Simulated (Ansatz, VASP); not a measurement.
# TaN: VASP beside Ansatz

File POSCAR:

```
TaN
1.0
    5.1157501595      0.0000000000      0.0000000000
   -2.5578750797      4.4303695975      0.0000000000
    0.0000000000      0.0000000000      3.0065802745
Ta N
3 3
Direct
    0.3333333333      0.6666666667      0.5000000000
    0.6666666667      0.3333333333      0.5000000000
    0.0000000000      0.0000000000      0.0000000000
    0.3924063645      0.0000000000      0.0000000000
    0.6075936355      0.6075936355      0.0000000000
    0.0000000000      0.3924063645      0.0000000000
```

Contents of INCAR.step1:

```
PREC     = Accurate       # precision mode
ENCUT    = 520            # plane-wave cutoff, eV
ISMEAR   = 0              # smearing method
SIGMA    = 0.15           # smearing width, eV
LREAL    = False          # projectors in reciprocal space
LASPH    = True           # aspherical terms in the spheres
NELM     = 80             # most SCF steps
NBANDS   = 33             # bands
GGA      = PE             # functional
ALGO     = Normal         # electronic algorithm
EDIFF    = 1E-4           # SCF threshold, eV
LWAVE    = True           # write WAVECAR
LCHARG   = False          # write CHGCAR
```

File INCAR.step2:

```
PREC     = Accurate       # precision mode
ENCUT    = 520            # plane-wave cutoff, eV
EDIFF    = 1E-6           # SCF threshold, eV
ISMEAR   = 0              # smearing method
SIGMA    = 0.15           # smearing width, eV
LREAL    = False          # projectors in reciprocal space
LASPH    = True           # aspherical terms in the spheres
NELM     = 80             # most SCF steps
ALGO     = Normal         # electronic algorithm
ISIF     = 2              # what is computed and relaxed
LWAVE    = False          # write WAVECAR
LCHARG   = False          # write CHGCAR
METAGGA  = R2SCAN         # meta-GGA
LMIXTAU  = True         
NBANDS   = 33             # bands
ISTART   = 1
```

File KPOINTS:

```
Automatic mesh
0
Gamma
  12 12 18
```

Input for Ansatz:

```yaml
crystal:
  lattice:
    - [5.1157501595, 0.0, 0.0]
    - [-2.5578750797, 4.4303695975, 0.0]
    - [0.0, 0.0, 3.0065802745]
  atoms:
    - { symbol: Ta, position: [0.3333333333, 0.6666666667, 0.5] }
    - { symbol: Ta, position: [0.6666666667, 0.3333333333, 0.5] }
    - { symbol: Ta, position: [0.0, 0.0, 0.0] }
    - { symbol: "N", position: [0.3924063645, 0.0, 0.0] }
    - { symbol: "N", position: [0.6075936355, 0.6075936355, 0.0] }
    - { symbol: "N", position: [0.0, 0.3924063645, 0.0] }
basis:
  ecutwfc: 500
kpoints:
  mp_grid: { grid: [12, 12, 18] }
hamiltonian:
  xc: r2scan
scf:
  occupations: { method: gaussian, width: 0.15 }
output:
  forces: true
  stress: true
  eigenvalues: true
```

Alike in both runs: task single point; functional r2SCAN; k mesh 12 × 12 × 18; occupations gaussian, width 0.15 eV; no spin polarisation.

|  | VASP | Ansatz |
| --- | --- | --- |
| version | VASP 6.6.1 | Ansatz 0.2.0 |
| potentials or method | VASP PAW PBE potentials, release 64 (Ta_pv, N), cutoff 520 eV | scalar-relativistic, plane waves, PAW |
| valence electrons in the cell | 48 | 54 |

VASP gave:

| Item | Value |
| --- | --- |
| gap on the k mesh at the Fermi level (eV) | none |
| pressure (GPa) | 1.6 |
| traceless stress, the component that is largest in VASP (GPa) | -16.30 |
| rms of the force components (eV/Å) | 0.105 |

**Question.** What did Ansatz give for the same quantities?

**Answer.** gap on the k mesh at the Fermi level (eV): none; pressure (GPa): 0.0; traceless stress, the component that is largest in VASP (GPa): -16.11; rms of the force components (eV/Å): 0.095.

VASP's potentials were made for PBE, not for r2SCAN. Atom by atom the forces differ by 0.011 eV/Å (rms over components). A gap of «none» marks a metal or a gap that the smearing closes. The functional is the same, so the differences come from potentials, cutoffs and numerics. VASP's potentials hold 48 valence electrons a cell and Ansatz's 54, so a difference there can come from the potentials and not from the codes.

Neither program's run includes spin-orbit coupling.
